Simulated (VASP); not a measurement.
Write the native input for VASP 6.6.1 that does the following.

```
Task                   : single point
Functional             : r2SCAN
Potentials or basis    : VASP PAW PBE potentials, release 64 (Sr_sv, O)
Cutoff                 : 520 eV
k mesh                 : 6 × 6 × 4
Occupations            : gaussian, width 0.01 eV
Spin                   : no spin polarisation
Dipole correction      : no
Further INCAR settings : ALGO = Normal; EDIFF = 1e-06; NBANDS = 24
```

SrO:

```
CELL_PARAMETERS angstrom
4.35377 0.00000 0.00000
-2.17689 3.77048 0.00000
0.00000 0.00000 5.24535
ATOMIC_POSITIONS crystal
Sr 0.33333 0.66667 0.25000
Sr 0.66667 0.33333 0.75000
O 0.66667 0.33333 0.25000
O 0.33333 0.66667 0.75000
```

This cell differs from its parent crystal: volume changed by +6%.

These files were run (other wordings do the same):

POSCAR

```
SrO
1.0
    4.3537725222      0.0000000000      0.0000000000
   -2.1768862611      3.7704776065      0.0000000000
    0.0000000000      0.0000000000      5.2453543009
Sr O
2 2
Direct
    0.3333333333      0.6666666667      0.2500000000
    0.6666666667      0.3333333333      0.7500000000
    0.6666666667      0.3333333333      0.2500000000
    0.3333333333      0.6666666667      0.7500000000
```

INCAR.step1

```
SYSTEM = SrO
PREC = Accurate
ENCUT = 520
ISMEAR = 0
SIGMA = 0.01
LREAL = .FALSE.
LASPH = .TRUE.
NELM = 100
NBANDS = 24
GGA = PE
ALGO = Normal
EDIFF = 1E-4
LWAVE = .TRUE.
LCHARG = .FALSE.
```

INCAR.step2

```
SYSTEM = SrO
PREC = Accurate
ENCUT = 520
EDIFF = 1E-6
ISMEAR = 0
SIGMA = 0.01
LREAL = .FALSE.
LASPH = .TRUE.
NELM = 100
ALGO = Normal
ISIF = 2
LWAVE = .FALSE.
LCHARG = .TRUE.
METAGGA = R2SCAN
LMIXTAU = .TRUE.
LELF = .TRUE.
LVHAR = .TRUE.
NBANDS = 24
ISTART = 1
```

KPOINTS

```
regular mesh
0
G
  6 6 4
  0 0 0
```

Potentials or basis: VASP PAW PBE potentials, release 64 (Sr_sv, O).

Command:

```sh
$ cat potpaw_PBE.64/Sr_sv/POTCAR potpaw_PBE.64/O/POTCAR > POTCAR
$ cp INCAR.step1 INCAR
$ mpirun -np 1 vasp_std > vasp.out
$ cp INCAR.step2 INCAR
$ mpirun -np 1 vasp_std > vasp.out
```

It gave:

The pressure is -3.5 GPa and the band gap on the k mesh is 2.84 eV, direct.

Caveat: the PAW data sets were made with another functional, which shifts forces and pressure a little.

Run time: 2.1 min on 1 thread of Intel(R) Xeon(R) Platinum 8259CL CPU @ 2.50GHz (Skylake/Cascade Lake), on a shared host, peak memory 0.22 GiB.
